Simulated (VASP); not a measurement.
Crystal: BN (Qingsongite).

```
B N
1.0
     0.00000    1.80750    1.80750
     1.80750    0.00000    1.80750
     1.80750    1.80750    0.00000
B N
1 1
Direct
  0.00000 0.00000 0.00000
  0.25000 0.25000 0.25000
```

Base run:

| Item | Value |
| --- | --- |
| Program | VASP 6.6.1 |
| Functional | r2SCAN |
| Potentials or basis | VASP PAW PBE potentials, release 64 (B_h, N_h) |
| Cutoff | 910 eV |
| k mesh | 8 × 8 × 8 |
| Occupations | gaussian, width 0.01 eV |
| Spin | no spin polarisation |

Its results: band gap on the k mesh 4.99 eV, indirect (least direct gap 9.55 eV); pressure -2.3 GPa.

Task: The run is repeated on the same cell with these changes: potentials or basis from VASP PAW PBE potentials, release 64 (B_h, N_h) to VASP PAW PBE potentials, release 64 (B, N); cutoff from 910 eV to 520 eV. What comes out?

Result: Band gap on the k mesh 4.98 eV, indirect (least direct gap 9.53 eV); pressure -0.6 GPa.

Caveats: the PAW data sets were made with another functional, which shifts forces and pressure a little; the cutoff is under 1.25 times the usual one of these potentials, so pressure, stress and relaxed cells hold a basis-set (Pulay) error (some runs).

A k mesh can miss the band edges.
